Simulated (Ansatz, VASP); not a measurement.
Mo: VASP beside Ansatz

```
CELL_PARAMETERS angstrom
-1.43010 1.90416 1.40640
1.43010 -1.90416 1.40640
1.43010 1.90416 -1.40640
ATOMIC_POSITIONS crystal
Mo 0.00000 0.00000 0.00000
```

Change from the starting cell: strain +e along x and -e along y -0.1500, strain +e along z and -e/2 along x and y -0.1100.

Alike in both runs: task single point; functional PBE; k mesh 20 × 20 × 20; occupations gaussian, width 0.15 eV; no spin polarisation.

|  | VASP | Ansatz |
| --- | --- | --- |
| version | VASP 6.6.1 | Ansatz 0.2.0 |
| potentials or method | VASP PAW PBE potentials, release 64 (Mo_sv), cutoff 520 eV | scalar-relativistic, plane waves, PAW |
| valence electrons in the cell | 14 | 14 |

|  | VASP | Ansatz | Ansatz less VASP |
| --- | --- | --- | --- |
| gap on the k mesh at the Fermi level (eV) | none | none | - |
| pressure (GPa) | 12.6 | 12.0 | -0.57 |
| traceless stress, the component that is largest in VASP (GPa) | -7.68 | -7.70 | -0.015 |

A gap of «none» marks a metal or a gap that the smearing closes.
